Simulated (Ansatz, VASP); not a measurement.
**Pb: VASP beside Ansatz**

POSCAR

```
Pb
1.0
    0.0000000000      2.4947547400      2.4947547400
    2.4947547400      0.0000000000      2.4947547400
    2.4947547400      2.4947547400      0.0000000000
Pb
1
Direct
    0.0000000000      0.0000000000      0.0000000000
```

Contents of INCAR.step1:

```
ALGO     = Normal         # electronic algorithm
EDIFF    = 1E-4           # SCF threshold, eV
ENCUT    = 600            # plane-wave cutoff, eV
GGA      = PE             # functional
ISMEAR   = 0              # smearing method
LASPH    = True           # aspherical terms in the spheres
LCHARG   = False          # write CHGCAR
LREAL    = False          # projectors in reciprocal space
LWAVE    = True           # write WAVECAR
NELM     = 100            # most SCF steps
PREC     = Accurate       # precision mode
SIGMA    = 0.1            # smearing width, eV
```

File INCAR.step2:

```
ALGO     = Normal         # electronic algorithm
EDIFF    = 1E-6           # SCF threshold, eV
EDIFFG   = -0.005         # ionic threshold
ENCUT    = 600            # plane-wave cutoff, eV
IBRION   = 2              # ionic algorithm
ISIF     = 3              # what is computed and relaxed
ISMEAR   = 0              # smearing method
ISTART   = 1            
LASPH    = True           # aspherical terms in the spheres
LCHARG   = False          # write CHGCAR
LMIXTAU  = True         
LREAL    = False          # projectors in reciprocal space
LWAVE    = False          # write WAVECAR
METAGGA  = R2SCAN         # meta-GGA
NELM     = 100            # most SCF steps
NSW      = 100            # ionic steps
PREC     = Accurate       # precision mode
SIGMA    = 0.1            # smearing width, eV
```

KPOINTS

```
k-points
0
Gamma
  14 14 14
```

Input for Ansatz:

```yaml
crystal:
  lattice:
    - [0.0, 2.49475474, 2.49475474]
    - [2.49475474, 0.0, 2.49475474]
    - [2.49475474, 2.49475474, 0.0]
  atoms:
    - { symbol: Pb, position: [0.0, 0.0, 0.0] }
basis:
  ecutwfc: 500
kpoints:
  mp_grid: { grid: [14, 14, 14] }
hamiltonian:
  xc: r2scan
scf:
  occupations: { method: gaussian, width: 0.1 }
output:
  forces: true
  stress: true
  eigenvalues: true
  write_density: true
  write_potential: true
  elf: true
  volumetric_format: npy
relax:
  adjacent_minimum: "off"
  f_tol: 0.005
  max_steps: 80
  cell: { stress_tol: 0.05 }
```

Alike in both runs: task relaxation of cell and atoms; functional r2SCAN; k mesh 14 × 14 × 14; occupations gaussian, width 0.1 eV; no spin polarisation.

```csv
,VASP,Ansatz
version,VASP 6.6.1,Ansatz 0.2.0
potentials or method,"VASP PAW PBE potentials, release 64 (Pb_d), cutoff 600 eV","scalar-relativistic, plane waves, PAW"
valence electrons in the cell,14,14
```

VASP gave:

| Item | Value |
| --- | --- |
| gap on the k mesh at the Fermi level, each at its own relaxed structure (eV) | none |
| relaxed volume (Å³/atom) | 31.20 |
| relaxed cell length with the largest relative difference (Å) | 3.534 |

**Question.** Which values does Ansatz return?

**Answer.** gap on the k mesh at the Fermi level, each at its own relaxed structure (eV): none; relaxed volume (Å³/atom): 31.17; relaxed cell length with the largest relative difference (Å): 3.532.

VASP's potentials were made for PBE, not for r2SCAN. A gap of «none» marks a metal or a gap that the smearing closes.

Neither program's run includes spin-orbit coupling.
